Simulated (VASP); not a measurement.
Set up this calculation in VASP 6.6.1, as the native input.

* Task: single point
* Functional: PBE
* Potentials or basis: VASP PAW PBE potentials, release 64 (Pb_d, I)
* Cutoff: 500 eV
* k mesh: 6 × 6 × 4
* Occupations: gaussian, width 0.02 eV
* Spin: no spin polarisation
* Dipole correction: no
* Further INCAR settings: ALGO = Normal; EDIFF = 1e-06; NBANDS = 21

The structure of PbI2 lies in POSCAR:

```
PbI2
1.0
    4.6771515784      0.0000000000      0.0000000000
   -2.3385757892      4.0505320842      0.0000000000
    0.0000000000      0.0000000000      7.9258158848
Pb I
1 2
Direct
    0.0000000000      0.0000000000      0.0000000000
    0.3333333333      0.6666666667      0.2345069040
    0.6666666667      0.3333333333      0.7654930960
```

One way to write it, as run:

INCAR

```
PREC     = Accurate       # precision mode
ENCUT    = 500            # plane-wave cutoff, eV
EDIFF    = 1E-6           # SCF threshold, eV
ISMEAR   = 0              # smearing method
SIGMA    = 0.02           # smearing width, eV
LREAL    = False          # projectors in reciprocal space
LASPH    = True           # aspherical terms in the spheres
NELM     = 120            # most SCF steps
ALGO     = Normal         # electronic algorithm
ISIF     = 2              # what is computed and relaxed
LWAVE    = False          # write WAVECAR
LCHARG   = True           # write CHGCAR
GGA      = PE             # functional
LELF     = True           # ELF
LVHAR    = True         
NBANDS   = 21             # bands
GGA_COMPAT= False
```

KPOINTS

```
regular mesh
0
Gamma
  6 6 4
```

Potentials or basis: VASP PAW PBE potentials, release 64 (Pb_d, I).

Command:

```bash
$ cat potpaw_PBE.64/Pb_d/POTCAR potpaw_PBE.64/I/POTCAR > POTCAR
$ mpirun -np 1 vasp_std > vasp.out
```

It gave:

| Item | Value |
| --- | --- |
| Pressure | 0.0 GPa |
| Band gap on the k mesh | 2.45 eV (least direct gap 2.58 eV) |

Caveat: spin-orbit coupling is left out, which moves the levels of the heavy elements; this functional lacks dispersion, which binds layers or chains, so the pressure and a relaxed spacing across them are unreliable.

Wall time 32 s on 1 thread of Intel(R) Xeon(R) 6975P-C (Granite Rapids), with other jobs on the host, peak memory 0.29 GiB.
